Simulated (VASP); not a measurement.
# Sb (Im-3m) in VASP: settings compared

Sb is run at these levels: PBE, PBE-based screened hybrid with 10 % exact exchange; tasks: single point.

Program: VASP 6.6.1. These are calculated values, not measurements. Logs are shortened: lines on timing, memory, paths and dates and some standing lists are left out, and cuts for length are marked.

## (1) The cell of the first run

Symmetry: Im-3m, No. 229, cubic system. Conventional cell: a = 3.743 Å, b = 3.743 Å, c = 3.743 Å, α = 90.00°, β = 90.00°, γ = 90.00°. Within 4.3 Å of Sb (site symmetry m-3m) lie 14 Sb at 3.24 to 3.74 Å.

This isn't the form of Sb at room conditions, which is rhombohedral.

## (2) Single point, PBE, non-collinear spin, zero start, spin-orbit coupling

INCAR

```
PREC = Accurate
ENCUT = 520
EDIFF = 1E-7
ISMEAR = -1
SIGMA = 0.05
LREAL = False
LASPH = True
NELM = 150
ALGO = Normal
ISIF = 2
LWAVE = False
LCHARG = True
MAGMOM = 0 0 0
LORBIT = 11
LSORBIT = True
GGA_COMPAT = False
LORBMOM = True
GGA = PE
LVHAR = True
NBANDS = 16
```

KPOINTS

```
regular mesh
0
Gamma
  10 10 10
```

POSCAR

```
Sb
1.0
   -1.8713408863      1.8713408863      1.8713408863
    1.8713408863     -1.8713408863      1.8713408863
    1.8713408863      1.8713408863     -1.8713408863
Sb
1
Direct
    0.0000000000      0.0000000000      0.0000000000
```

Potentials or basis: VASP PAW PBE potentials, release 64 (Sb).

Started as:

```sh
> cat potpaw_PBE.64/Sb/POTCAR > POTCAR
> mpirun -np 1 vasp_ncl > vasp.out
```

OUTCAR:

```text
PREC = Accurate
   ENCUT = 520
   EDIFF = 1E-7
   ISMEAR = -1
   LREAL = False
   LASPH = True
   NELM = 150
   ISIF = 2
   LORBIT = 11
   LSORBIT = True
   GGA = PE

 ion  position               nearest neighbor table
   1  0.000  0.000  0.000-

  LATTYP: Found a body centered cubic cell.
 ALAT       =     3.7426817726

  Lattice vectors:

 A1 = (  -1.8713408863,   1.8713408863,   1.8713408863)
 A2 = (   1.8713408863,  -1.8713408863,   1.8713408863)
 A3 = (   1.8713408863,   1.8713408863,  -1.8713408863)

Analysis of symmetry for initial positions (statically):
=====================================================================
 Subroutine PRICEL returns:
 Original cell was already a primitive cell.

 Routine SETGRP: Setting up the symmetry group for a
 body centered cubic supercell.

 Subroutine GETGRP returns: Found 48 space group operations
 (whereof 48 operations were pure point group operations)
 out of a pool of 48 trial point group operations.

The static configuration has the point symmetry O_h .

Analysis of symmetry for dynamics (positions and initial velocities):
=====================================================================
 Subroutine PRICEL returns:
 Original cell was already a primitive cell.

 Routine SETGRP: Setting up the symmetry group for a
 body centered cubic supercell.

 Subroutine GETGRP returns: Found 48 space group operations
 (whereof 48 operations were pure point group operations)
 out of a pool of 48 trial point group operations.

The dynamic configuration has the point symmetry O_h .

Analysis of structural, dynamic, and magnetic symmetry:
=====================================================================
 Subroutine PRICEL returns:
 Original cell was already a primitive cell.

 Routine SETGRP: Setting up the symmetry group for a
 body centered cubic supercell.

 Subroutine GETGRP returns: Found 48 space group operations
 (whereof 48 operations were pure point group operations)
 out of a pool of 48 trial point group operations.

The overall configuration has the point symmetry O_h .

 Subroutine INISYM returns: Found 48 space group operations
 (whereof 48 operations are pure point group operations),
 and found     1 'primitive' translations

----------------------------------------------------------------------------------------

                                     Primitive cell

  volume of cell :      26.2131
[... 149 lines left out ...]
      4      13.6593      0.00000
      5      14.9311      0.00000
      6      14.9311      0.00000
[... 433 lines left out ...]
      3       7.1426      1.00000
      4       7.1426      1.00000
      5      10.7905      0.00000
      6      10.7905      0.00000
[... 8 lines left out ...]
     15      23.7913      0.00000
     16      23.7913      0.00000

 [... further k-points ...]

------------------------ aborting loop because EDIFF is reached ----------------------------------------

  FORCE on cell =-STRESS in cart. coord.  units (eV):
  Direction    XX          YY          ZZ          XY          YZ          ZX
  --------------------------------------------------------------------------------------
  -------------------------------------------------------------------------------------
  Total        0.5027692      0.5027692      0.5027692      0.0000000      0.0000000      0.0000000
  in kB       30.7298563     30.7298563     30.7298563      0.0000000      0.0000000      0.0000000
  external PRESSURE =      30.7298563 kB  Pullay stress =       0.0000000 kB

 VOLUME and BASIS-vectors are now :
 -----------------------------------------------------------------------------
  energy-cutoff  :      520.00
  volume of cell :       26.21
      direct lattice vectors                 reciprocal lattice vectors
    -1.871340886  1.871340886  1.871340886     0.000000000  0.267188092  0.267188092
     1.871340886 -1.871340886  1.871340886     0.267188092  0.000000000  0.267188092
     1.871340886  1.871340886 -1.871340886     0.267188092  0.267188092  0.000000000

 POSITION                                       TOTAL-FORCE (eV/Angst)
 -----------------------------------------------------------------------------------
      0.00000      0.00000      0.00000        -0.000000      0.000000     -0.000000
 -----------------------------------------------------------------------------------
    total drift:                                0.000000     -0.000000      0.000000

  FREE ENERGIE OF THE ION-ELECTRON SYSTEM (eV)
  ---------------------------------------------------
  free  energy   TOTEN  =        -3.9590896450 eV

  energy  without entropy=       -3.9495536000  energy(sigma->0) =       -3.95432162

 orbital moment (x)

 # of ion     p       d       tot
 ----------------------------------------
  1         0.000   0.000   0.000
 ----------------------------------------
            0.000   0.000   0.000

 orbital moment (y)

 # of ion     p       d       tot
 ----------------------------------------
  1         0.000   0.000   0.000
 ----------------------------------------
            0.000   0.000   0.000

 orbital moment (z)

 # of ion     p       d       tot
 ----------------------------------------
  1         0.000   0.000   0.000
 ----------------------------------------
            0.000   0.000   0.000

 Spin-Orbit-Coupling matrix elements

 Ion:    1  E_soc:     -0.1412707
 l=   1
     0.0000000    -0.0233158    -0.0233158
    -0.0233158     0.0000000    -0.0233158
    -0.0233158    -0.0233158     0.0000000
 l=   2
     0.0000000    -0.0000539     0.0000000    -0.0000539    -0.0001754
    -0.0000539     0.0000000    -0.0001316    -0.0000539    -0.0000439
     0.0000000    -0.0001316     0.0000000    -0.0001316     0.0000000
    -0.0000539    -0.0000539    -0.0001316     0.0000000    -0.0000439
    -0.0001754    -0.0000439     0.0000000    -0.0000439     0.0000000
 l=   3
     0.0000000     0.0000000     0.0000000     0.0000000     0.0000000     0.0000000     0.0000000
     0.0000000     0.0000000     0.0000000     0.0000000     0.0000000     0.0000000     0.0000000
     0.0000000     0.0000000     0.0000000     0.0000000     0.0000000     0.0000000     0.0000000
     0.0000000     0.0000000     0.0000000     0.0000000     0.0000000     0.0000000     0.0000000
     0.0000000     0.0000000     0.0000000     0.0000000     0.0000000     0.0000000     0.0000000
     0.0000000     0.0000000     0.0000000     0.0000000     0.0000000     0.0000000     0.0000000
     0.0000000     0.0000000     0.0000000     0.0000000     0.0000000     0.0000000     0.0000000

 total charge

# of ion       s       p       d       tot
------------------------------------------
    1        1.247   1.066   0.041   2.354

 magnetization (x)

# of ion       s       p       d       tot
------------------------------------------
    1       -0.000   0.000  -0.000  -0.000

 magnetization (y)

# of ion       s       p       d       tot
------------------------------------------
    1        0.000   0.000   0.000   0.000

 magnetization (z)

# of ion       s       p       d       tot
------------------------------------------
    1       -0.000   0.000   0.000  -0.000
```

OSZICAR:

```text
N       E                     dE             d eps       ncg     rms          rms(c)
DAV:   1     0.122305610793E+02    0.12231E+02   -0.16581E+03  1504   0.479E+02
DAV:   2    -0.333281932674E+01   -0.15563E+02   -0.14764E+02  2024   0.909E+01
DAV:   3    -0.395653581972E+01   -0.62372E+00   -0.61586E+00  1928   0.162E+01
DAV:   4    -0.396063932228E+01   -0.41035E-02   -0.41026E-02  1808   0.164E+00
DAV:   5    -0.396067868244E+01   -0.39360E-04   -0.39360E-04  1952   0.169E-01    0.215E+00
DAV:   6    -0.395958073649E+01    0.10979E-02   -0.96972E-04  1784   0.195E-01    0.126E+00
DAV:   7    -0.395912110061E+01    0.45964E-03   -0.72706E-04  1888   0.167E-01    0.735E-01
DAV:   8    -0.395907986573E+01    0.41235E-04   -0.42829E-04  1784   0.129E-01    0.386E-02
DAV:   9    -0.395908982024E+01   -0.99545E-05   -0.17175E-05  1784   0.303E-02    0.278E-03
DAV:  10    -0.395908995168E+01   -0.13144E-06   -0.21496E-07  1976   0.341E-03    0.624E-04
DAV:  11    -0.395908970332E+01    0.24836E-06   -0.93051E-09  1344   0.693E-04    0.409E-04
DAV:  12    -0.395908964504E+01    0.58279E-07   -0.11007E-09  1056   0.265E-04
   1 F= -.39590896E+01 E0= -.39543216E+01  d E =-.953605E-02  mag=     0.0000    -0.0000    -0.0000
```

stdout:

```text
POSCAR found type information on POSCAR Sb
 POSCAR found :  1 types and       1 ions
 scaLAPACK will be used
 LDA part: xc-table for (Slater+PW92), standard interpolation
 POSCAR, INCAR and KPOINTS ok, starting setup
 FFT: planning ... GRIDC
 FFT: planning ... GRID_SOFT
 FFT: planning ... GRID
 WAVECAR not read
 entering main loop
```

Run time: 68 s. Hardware: 1 thread of AMD EPYC 7R43 (Zen 3), shared host; peak memory 0.17 GiB.

Results:

* Free energy: -3.9591 eV
* Pressure: 3.1 GPa
* Net moment: 0.00 μB per cell
* Valence electrons inside the program's atomic spheres: Sb 2.35

Moments on the atoms (μB; x, y, z):
```
Sb  0.00 0.00 0.00
```

Caveat: the cell stands under pressure.

## (3) Single point, PBE-based screened hybrid with 10 % exact exchange

POSCAR is that of step 2.

INCAR.step1

```
PREC = Accurate
ENCUT = 520
EDIFF = 1E-5
ISMEAR = -1
SIGMA = 0.05
LREAL = F
LASPH = T
NELM = 60
ALGO = Normal
ISIF = 2
LWAVE = T
LCHARG = F
NBANDS = 8
GGA = PE
```

INCAR.step2

```
PREC = Accurate
ENCUT = 520
EDIFF = 1E-6
ISMEAR = -1
SIGMA = 0.05
LREAL = F
LASPH = T
NELM = 60
ALGO = Normal
ISIF = 2
LWAVE = F
LCHARG = F
GGA = PE
LHFCALC = T
AEXX = 0.1
HFSCREEN = 0.2078699
PRECFOCK = Normal
NBANDS = 8
ISTART = 1
```

KPOINTS

```
Automatic mesh
0
Gamma
  6 6 6
```

Potentials or basis: VASP PAW PBE potentials, release 64 (Sb).

Started as:

```sh
> cat potpaw_PBE.64/Sb/POTCAR > POTCAR
> cp INCAR.step1 INCAR
> mpirun -np 1 vasp_std > vasp.out
> cp INCAR.step2 INCAR
> mpirun -np 1 vasp_std > vasp.out
```

Run time: 6.6 min. Hardware: 1 thread of AMD EPYC 7R43 (Zen 3), shared host; peak memory 0.21 GiB.

It converged, with:

- Free energy: -4.1447 eV
- Pressure: 2.4 GPa
- Band gap on the k mesh: zero (an odd number of electrons rules out a gap without spin polarisation)

Levels at points of the mesh, in eV from the Fermi level:
```csv
k point,band 1,band 2,band 3,band 4,band 5
"(0.00, 0.00, 0.00)",-13.20,6.46,6.46,6.46,11.38
"(0.50, 0.00, 0.00)",-8.79,-5.61,2.32,4.51,7.18
"(0.50, 0.50, 0.50)",-5.19,-1.72,-1.72,-1.72,3.49
```

Caveat: the k points lie up to 0.40 Å⁻¹ apart, too coarse for converged energies and pressures of a metal; the PAW data sets were made with another functional, which shifts forces and pressure a little; spin-orbit coupling is left out, which moves the levels of the heavy elements.
